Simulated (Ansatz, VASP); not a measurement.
# Two plane-wave programs on HC18N

```
C N H
1.0
     7.39800    0.00000    0.00000
    -3.69900    6.40686    0.00000
     0.00000    0.00000   11.00000
C N H
18 1 1
Direct
  0.01743 0.00632 0.09151
  0.23445 0.11505 0.09709
  0.01621 0.34204 0.13440
  0.23895 0.45008 0.10629
  0.01328 0.66525 0.08994
  0.23439 0.78039 0.09408
  0.34454 0.00200 0.09137
  0.56706 0.11387 0.09316
  0.34620 0.33843 0.10157
  0.56785 0.44929 0.09260
  0.34483 0.66806 0.09476
  0.56630 0.77932 0.08636
  0.67372 0.00004 0.09210
  0.89521 0.10261 0.11923
  0.67921 0.33690 0.09532
  0.90003 0.44952 0.10412
  0.67415 0.66717 0.08332
  0.90257 0.78021 0.05923
  0.94742 0.20171 0.23660
  0.91028 0.78878 0.95695
```

Alike in both runs: functional PBEsol; k mesh 2 × 2 × 1; occupations fermi-dirac, width 0.05 eV; no spin polarisation.

Ansatz relaxed the structure, and its values are those at the end. VASP's run is a single point on that final structure, the one shown.

|  | VASP | Ansatz |
| --- | --- | --- |
| version | VASP 6.6.1 | Ansatz 0.2.0 |
| potentials or method | VASP PAW PBE potentials, release 64 (C, N, H), cutoff 520 eV | scalar-relativistic, plane waves, PAW |
| valence electrons in the cell | 78 | 78 |

|  | VASP | Ansatz | Ansatz less VASP |
| --- | --- | --- | --- |
| rms of the force components (eV/Å) | 0.034 | 0.002 | -0.0324 |

VASP's potentials were made for PBE, not for PBEsol. Ansatz's warnings: xc potential rough in thin density.

The k mesh is coarse, so the values compare programs but aren't converged.
